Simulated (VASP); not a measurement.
# HgTe (Cmcm) in VASP: further runs, part 2 of 2

VASP 6.6.1. Earlier steps stand in the parts before.

## (4) Single point, PBEsol (strain -0.050 along x and y, +0.000 along z)

Contents of INCAR:

```
SYSTEM = HgTe
PREC = Accurate
ENCUT = 520
EDIFF = 1E-6
ISMEAR = 0
SIGMA = 0.15
LREAL = .False.
LASPH = .True.
NELM = 80
ALGO = Normal
ISIF = 2
LWAVE = .False.
LCHARG = .False.
GGA = PS
NBANDS = 26
```

Contents of KPOINTS:

```
Automatic mesh
0
Gamma
  12 12 8
  0 0 0
```

Contents of POSCAR:

```
HgTe
1.0
    2.8495681095     -2.8501285181      0.0000000000
    2.8495681095      2.8501285181      0.0000000000
    0.0000000000      0.0000000000      6.0086701413
Hg Te
2 2
Direct
    0.2498182349      0.7501817651      0.7500000000
    0.7501817651      0.2498182349      0.2500000000
    0.7498667075      0.2501332925      0.7500000000
    0.2501332925      0.7498667075      0.2500000000
```

Potentials or basis: VASP PAW PBE potentials, release 64 (Hg, Te).

Launch:

```
> cat potpaw_PBE.64/Hg/POTCAR potpaw_PBE.64/Te/POTCAR > POTCAR
> mpirun -np 1 vasp_std > vasp.out
```

OUTCAR:

```text
SYSTEM = HgTe
   PREC = Accurate
   ENCUT = 520
   EDIFF = 1E-6
   ISMEAR = 0
   LREAL = .False.
   LASPH = .True.
   NELM = 80
   ISIF = 2
   GGA = PS

 ion  position               nearest neighbor table
   1  0.250  0.750  0.750-   3 2.85   3 2.85   3 2.85   3 2.85   4 3.00   4 3.00
   2  0.750  0.250  0.250-   4 2.85   4 2.85   4 2.85   4 2.85   3 3.00   3 3.00
   3  0.750  0.250  0.750-   1 2.85   1 2.85   1 2.85   1 2.85   2 3.00   2 3.00
   4  0.250  0.750  0.250-   2 2.85   2 2.85   2 2.85   2 2.85   1 3.00   1 3.00

  LATTYP: Found a base centered orthorhombic cell.
 ALAT       =     5.6991362190
[... 899 lines left out ...]
  --------------------------------------------------------------------------------------
  -------------------------------------------------------------------------------------
  Total        6.5794451      6.5599161      3.2032919      0.0000000     -0.0000000      0.0000000
  in kB      108.0060306    107.6854496     52.5841981      0.0000000     -0.0000000      0.0000000
  external PRESSURE =      89.4252261 kB  Pullay stress =       0.0000000 kB

 VOLUME and BASIS-vectors are now :
 -----------------------------------------------------------------------------
  energy-cutoff  :      520.00
  volume of cell :       97.60
      direct lattice vectors                 reciprocal lattice vectors
     2.849568109 -2.850128518  0.000000000     0.175465187 -0.175430686  0.000000000
     2.849568109  2.850128518  0.000000000     0.175465187  0.175430686  0.000000000
     0.000000000  0.000000000  6.008670141     0.000000000  0.000000000  0.166426177

 POSITION                                       TOTAL-FORCE (eV/Angst)
 -----------------------------------------------------------------------------------
      2.84957      1.42610      4.50650         0.000000     -0.001460      0.000000
      2.84957     -1.42610      1.50217         0.000000      0.001460      0.000000
      2.84957     -1.42430      4.50650         0.000000      0.000669     -0.000000
      2.84957      1.42430      1.50217         0.000000     -0.000669     -0.000000
 -----------------------------------------------------------------------------------
    total drift:                                0.000000      0.000000     -0.000000

  FREE ENERGIE OF THE ION-ELECTRON SYSTEM (eV)
  ---------------------------------------------------
  free  energy   TOTEN  =        -8.0929463949 eV

  energy  without entropy=       -8.0692662833  energy(sigma->0) =       -8.08110634
```

OSZICAR:

```text
N       E                     dE             d eps       ncg     rms          rms(c)
DAV:   1     0.242700375989E+03    0.24270E+03   -0.16523E+04 11180   0.126E+03
DAV:   2     0.249110007681E+01   -0.24021E+03   -0.23041E+03 12018   0.299E+02
DAV:   3    -0.848642245637E+01   -0.10978E+02   -0.10823E+02 13392   0.637E+01
DAV:   4    -0.860529238826E+01   -0.11887E+00   -0.11868E+00 13024   0.588E+00
DAV:   5    -0.860724888188E+01   -0.19565E-02   -0.19564E-02 12946   0.743E-01    0.151E+01
DAV:   6    -0.811137361290E+01    0.49588E+00   -0.12067E+00 12088   0.122E+01    0.112E+01
DAV:   7    -0.809973692178E+01    0.11637E-01   -0.32113E-01 12364   0.323E+00    0.244E+00
DAV:   8    -0.809321399835E+01    0.65229E-02   -0.46604E-02 11780   0.216E+00    0.960E-01
DAV:   9    -0.809297969041E+01    0.23431E-03   -0.40075E-03 12374   0.549E-01    0.128E-01
DAV:  10    -0.809294642131E+01    0.33269E-04   -0.24672E-04 12548   0.169E-01    0.489E-02
DAV:  11    -0.809294774999E+01   -0.13287E-05   -0.40299E-05 12434   0.484E-02    0.352E-02
DAV:  12    -0.809294832109E+01   -0.57110E-06   -0.26417E-05 11966   0.518E-02    0.260E-02
DAV:  13    -0.809294637439E+01    0.19467E-05   -0.67531E-06 11508   0.287E-02    0.102E-02
DAV:  14    -0.809294639487E+01   -0.20478E-07   -0.68760E-07  5930   0.424E-03
   1 F= -.80929464E+01 E0= -.80811063E+01  d E =-.236801E-01
```

stdout:

```text
POSCAR found type information on POSCAR HgTe
 POSCAR found :  2 types and       4 ions
 scaLAPACK will be used
 -----------------------------------------------------------------------------
|                                                                             |
|                                                                             |
|     You enforced a specific xc type in the INCAR file but a different       |
|     I HOPE YOU KNOW WHAT YOU ARE DOING!                                     |
|                                                                             |
 -----------------------------------------------------------------------------

 LDA part: xc-table for (Slater+PW92), standard interpolation
 POSCAR, INCAR and KPOINTS ok, starting setup
 FFT: planning ... GRIDC
 FFT: planning ... GRID_SOFT
 FFT: planning ... GRID
 WAVECAR not read
 entering main loop
```

Run time: 13 min. Hardware: 1 thread of Intel Xeon 8259CL, shared host; peak memory 0.56 GiB.

Results:

| Quantity | Value |
| --- | --- |
| Free energy | -8.0929 eV |
| Pressure | 8.9 GPa |
| Band gap on the k mesh | zero (bands 18 and 19 overlap by 3.40 eV) |

Caveat: the cell differs from its parent crystal (strain -0.050 along x and y, +0.000 along z); the stress differs along the axes, from 5 to 11 GPa; the PAW data sets were made with another functional, which shifts forces and pressure a little; spin-orbit coupling is left out, which moves the levels of the heavy elements.

## (5) Overview

| cell | gap on the mesh (eV) | pressure (GPa) |
| --- | --- | --- |
| a = 4.030, b = 4.030, c = 5.708 Å, 4 atoms | none | 14.3 |
| a = 4.030, b = 4.030, c = 5.858 Å, 4 atoms | none | 11.3 |
| a = 4.030, b = 4.030, c = 6.009 Å, 4 atoms | none | 8.9 |

Alike in all rows: task single point; level PBEsol; potentials or basis VASP PAW PBE potentials, release 64 (Hg, Te); no spin polarisation; k mesh 12 × 12 × 8; cutoff (eV) 520; smearing gaussian 0.15 eV.

Caveats: the PAW data sets were made with another functional, which shifts forces and pressure a little; spin-orbit coupling is left out, which moves the levels of the heavy elements; the cell stands under pressure (at least some runs); the stress differs along the axes, from 5 to 11 GPa (at least some runs).

Total energies depend on the potentials used, so only differences within one code and one set of settings carry meaning.
